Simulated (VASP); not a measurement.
# BiTe (R-3m) in VASP: further runs, part 2 of 3

VASP 6.6.1. Earlier steps stand in the parts before.

## 3. Single point, PBEsol

This run uses another cell than the first one, of the same volume but with other edges.

The input, INCAR:

```
  PREC = Accurate
  ENCUT = 520
  EDIFF = 1E-6
  ISMEAR = 0
  SIGMA = 0.15
  LREAL = F
  LASPH = T
  NELM = 60
  ALGO = Normal
  ISIF = 2
  LWAVE = F
  LCHARG = T
  GGA = PS
  LELF = T
  LVHAR = T
  NBANDS = 18
```

The input, KPOINTS:

```
Automatic mesh
0
Gamma
  12 12 12
```

The input, POSCAR:

```
BiTe
1.0
    2.3836250067      1.3761865393      3.4269667821
   -2.3836250067      1.3761865393      3.4269667821
    0.0000000000     -2.7523730785      3.4269667821
Bi Te
1 1
Direct
    0.5000000000      0.5000000000      0.5000000000
    0.0000000000      0.0000000000      0.0000000000
```

Potentials or basis: VASP PAW PBE potentials, release 64 (Bi_d, Te).

On the command line:

```console
> cat potpaw_PBE.64/Bi_d/POTCAR potpaw_PBE.64/Te/POTCAR > POTCAR
> mpirun -np 1 vasp_std > vasp.out
```

OUTCAR:

```text
PREC = Accurate
   ENCUT = 520
   EDIFF = 1E-6
   ISMEAR = 0
   LREAL = F
   LASPH = T
   NELM = 60
   ISIF = 2
   GGA = PS

 ion  position               nearest neighbor table
   1  0.500  0.500  0.500-   2 3.24   2 3.24   2 3.24   2 3.24   2 3.24   2 3.24
   2  0.000  0.000  0.000-   1 3.24   1 3.24   1 3.24   1 3.24   1 3.24   1 3.24

  LATTYP: Found a trigonal (rhomboedric) cell.
 ALAT       =     4.3954133923
 COS(alpha) =     0.4118252082

  Lattice vectors:

 A1 = (   2.3836250067,   1.3761865393,   3.4269667821)
 A2 = (  -2.3836250067,   1.3761865393,   3.4269667821)
 A3 = (   0.0000000000,  -2.7523730785,   3.4269667821)

Analysis of symmetry for initial positions (statically):
=====================================================================
 Subroutine PRICEL returns:
 Original cell was already a primitive cell.

 Routine SETGRP: Setting up the symmetry group for a
 trigonal (rhombohedral) supercell.

 Subroutine GETGRP returns: Found 12 space group operations
 (whereof 12 operations were pure point group operations)
 out of a pool of 12 trial point group operations.

The static configuration has the point symmetry D_3d.

Analysis of symmetry for dynamics (positions and initial velocities):
=====================================================================
 Subroutine PRICEL returns:
 Original cell was already a primitive cell.

 Routine SETGRP: Setting up the symmetry group for a
 trigonal (rhombohedral) supercell.

 Subroutine GETGRP returns: Found 12 space group operations
 (whereof 12 operations were pure point group operations)
 out of a pool of 12 trial point group operations.

The dynamic configuration has the point symmetry D_3d.

 Subroutine INISYM returns: Found 12 space group operations
 (whereof 12 operations are pure point group operations),
[... 104 lines left out ...]
   POTIM  = 0.5000    time-step for ionic-motion
   TEBEG  =    0.0;   TEEND  =   0.0 temperature during run
   PSTRESS=    0.0 pullay stress
   NELECT =      21.0000    total number of electrons
   NUPDOWN=      -1.0000    fix difference up-down
   EMIN   =  10.00;   EMAX   =-10.00  energy-range for DOS
   EFERMI =   0.00;   METHOD = LEGACY
   ISMEAR =     0;   SIGMA  =   0.15  broadening in eV -4-tet -1-fermi 0-gaus
   EFERMI_NEDOS =   21; number of points for ismear=-14 and -15
   IALGO  =     38    algorithm
   IMIX   =      4    mixing-type and parameters
     AMIX     =   0.40;   BMIX     =  1.00
     AMIX_MAG =   1.60;   BMIX_MAG =  1.00
  volume/ion in A,a.u.               =      33.72       227.58
  Fermi-wavevector in a.u.,A,eV,Ry     =   1.109573  2.096789 16.750837  1.231152
  Thomas-Fermi vector in A             =   2.246114
   LORBIT       =      0    0 simple, 1 ext, 2 COOP (PROOUT), +10 PAW based schemes
   GGA     = PS    functional components
   LHFCALC =     F    Hartree Fock is set to
   AEXX    =    0.0000 exact exchange contribution
   IVDW    =     0    specifies the selected vdW correction
   LEPSILON=     F    determine dielectric tensor
   LRPA    =     F    only Hartree local field effects (RPA)
 non-spin polarized calculation
 Gauss-broadening in eV      SIGMA  =   0.15
  energy-cutoff  :      520.00
  volume of cell :       67.45
 maximum number of plane-waves:      1842
 NGX is ok and might be reduce to    36

 number of electron      21.0000002 magnetization

 Free energy of the ion-electron system (eV)
  ---------------------------------------------------
  ext. energy  EPLUGINS =         0.00000000
  ---------------------------------------------------
  free energy    TOTEN  =        -7.98763351 eV

  energy without entropy =       -7.96955871  energy(sigma->0) =       -7.97859611

 E-fermi :   6.5358     XC(G=0):  -9.6222

 val. band max:        6.5346366806   @ k =  -0.3333   0.2500   0.1667
 cond. band min:       6.5486281968   @ k =  -0.0833   0.5000   0.0833
 fundamental gap:      0.0139915163
 Fermi energy:         6.5358146525

 k-point     1 :       0.0000    0.0000    0.0000
  band No.  band energies     occupation
      1     -16.5795      2.00000
      2     -16.5795      2.00000
      3     -16.5722      2.00000
      4     -16.5722      2.00000
      5     -16.5604      2.00000
      6      -7.0020      2.00000
[... 481 lines left out ...]
      5     -16.5556      2.00000
      6      -5.0693      2.00000
[... 10 lines left out ...]
     17      15.5921      0.00000
     18      16.2618      0.00000

 [... further k-points ...]
[... 5 lines left out ...]
  --------------------------------------------------------------------------------------
  -------------------------------------------------------------------------------------
  Total       -0.8416418     -0.8416418     -0.9380681     -0.0000000     -0.0000000      0.0000000
  in kB      -19.9922417    -19.9922417    -22.2827379     -0.0000000     -0.0000000      0.0000000
  external PRESSURE =     -20.7557404 kB  Pullay stress =       0.0000000 kB

 VOLUME and BASIS-vectors are now :
 -----------------------------------------------------------------------------
  energy-cutoff  :      520.00
  volume of cell :       67.45
      direct lattice vectors                 reciprocal lattice vectors
     2.383625007  1.376186539  3.426966782     0.209764539  0.121107613  0.097267746
    -2.383625007  1.376186539  3.426966782    -0.209764539  0.121107613  0.097267746
     0.000000000 -2.752373078  3.426966782     0.000000000 -0.242215226  0.097267746

 POSITION                                       TOTAL-FORCE (eV/Angst)
 -----------------------------------------------------------------------------------
      0.00000      0.00000      5.14045        -0.000000      0.000000     -0.000000
      0.00000      0.00000      0.00000         0.000000      0.000000      0.000000
 -----------------------------------------------------------------------------------
    total drift:                               -0.000000     -0.000000      0.000000

  FREE ENERGIE OF THE ION-ELECTRON SYSTEM (eV)
  ---------------------------------------------------
  free  energy   TOTEN  =        -7.9876335071 eV

  energy  without entropy=       -7.9695587054  energy(sigma->0) =       -7.97859611
```

OSZICAR:

```text
N       E                     dE             d eps       ncg     rms          rms(c)
DAV:   1     0.157135803723E+03    0.15714E+03   -0.99453E+03  6830   0.113E+03
DAV:   2     0.413367691736E+01   -0.15300E+03   -0.14895E+03  7296   0.306E+02
DAV:   3    -0.768357846806E+01   -0.11817E+02   -0.11707E+02  8392   0.887E+01
DAV:   4    -0.801181183758E+01   -0.32823E+00   -0.32784E+00  8568   0.158E+01
DAV:   5    -0.802370564916E+01   -0.11894E-01   -0.11893E-01  9108   0.279E+00    0.625E+00
DAV:   6    -0.798727174373E+01    0.36434E-01   -0.11045E-01  9942   0.215E+00    0.387E+00
DAV:   7    -0.798807309358E+01   -0.80135E-03   -0.26976E-02  8048   0.915E-01    0.596E-01
DAV:   8    -0.798757959920E+01    0.49349E-03   -0.43125E-03  8670   0.467E-01    0.114E-01
DAV:   9    -0.798763612137E+01   -0.56522E-04   -0.43077E-04  7454   0.134E-01    0.447E-02
DAV:  10    -0.798763556524E+01    0.55613E-06   -0.19356E-05  9390   0.253E-02    0.277E-02
DAV:  11    -0.798763416697E+01    0.13983E-05   -0.47083E-06  7654   0.142E-02    0.661E-03
DAV:  12    -0.798763350705E+01    0.65991E-06   -0.73137E-07  3992   0.740E-03
   1 F= -.79876335E+01 E0= -.79785961E+01  d E =-.180748E-01
```

Wall time 3 min (1 thread of Intel Xeon 8259CL, shared host); peak memory 0.38 GiB.

What came out:

* Free energy: -7.9876 eV
* Pressure: -2.1 GPa
* Band gap on the k mesh: zero (an odd number of electrons rules out a gap without spin polarisation)

Stress tensor (GPa, compression positive):
```
-2.00  0.00  0.00
 0.00 -2.00  0.00
 0.00  0.00 -2.23
```

Levels at points of the mesh, in eV from the Fermi level:
| k point | band 8 | band 9 | band 10 | band 11 | band 12 | band 13 |
| --- | --- | --- | --- | --- | --- | --- |
| (0.00, 0.00, 0.00) | -2.85 | -2.85 | -1.83 | 1.92 | 2.37 | 2.37 |
| (0.50, 0.00, 0.00) | -1.90 | -1.82 | -1.23 | -0.94 | -0.66 | 0.02 |
| (0.50, 0.50, 0.00) | -5.67 | -4.39 | -3.54 | 2.25 | 3.26 | 3.63 |
| (0.50, 0.50, 0.50) | -2.25 | -2.25 | -2.09 | -1.42 | -1.13 | -1.13 |

Caveat: the PAW data sets were made with another functional, which shifts forces and pressure a little; spin-orbit coupling is left out, which moves the levels of the heavy elements.

(Continued in part 3 of 3.)

The gap in the log of VASP goes by the Fermi energy; the results here count the filled bands.